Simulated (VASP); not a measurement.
A run of VASP 6.6.1 is set up as follows.

INCAR

```
SYSTEM = InB2As3
PREC = Accurate
ENCUT = 520
EDIFF = 1E-6
ISMEAR = 0
SIGMA = 0.1
LREAL = .False.
LASPH = .True.
NELM = 80
ALGO = Normal
ISIF = 2
LWAVE = .False.
LCHARG = .False.
GGA = PE
NBANDS = 26
```

File KPOINTS:

```
Automatic mesh
0
Gamma
  10 10 6
  0 0 0
```

The input POSCAR:

```
InB2As3
1.0
    3.4496314620      0.0000000000      0.0000000000
    0.0000000000      3.4496314620      0.0000000000
    0.0000000000      0.0000000000      8.6194447853
In B As
1 2 3
Direct
    0.0000000000      0.0000000000      0.5000000000
    0.5000000000      0.5000000000      0.4071201216
    0.5000000000      0.5000000000      0.5928798784
    0.0000000000      0.0000000000      0.8270891429
    0.0000000000      0.0000000000      0.1729108571
    0.5000000000      0.5000000000      0.0000000000
```

Potentials or basis: VASP PAW PBE potentials, release 64 (In_d, B, As).

Launch:

```sh
$ cat potpaw_PBE.64/In_d/POTCAR potpaw_PBE.64/B/POTCAR potpaw_PBE.64/As/POTCAR > POTCAR
$ mpirun -np 1 vasp_std > vasp.out
```

Predict the largest force.

0.025 eV/Å.

Estimate the band gap on the k mesh.

zero (band 17 reaches 6.95 eV, above the bottom of band 18 at 3.95 eV).

Forces in eV/Å, atoms in the order of the input:
```
In   0.000  0.000  0.000
B    0.000  0.000 -0.025
B    0.000  0.000  0.025
As   0.000  0.000 -0.007
As   0.000  0.000  0.007
As   0.000  0.000  0.000
```

Caveat: spin-orbit coupling is left out, which moves the levels of the heavy elements.
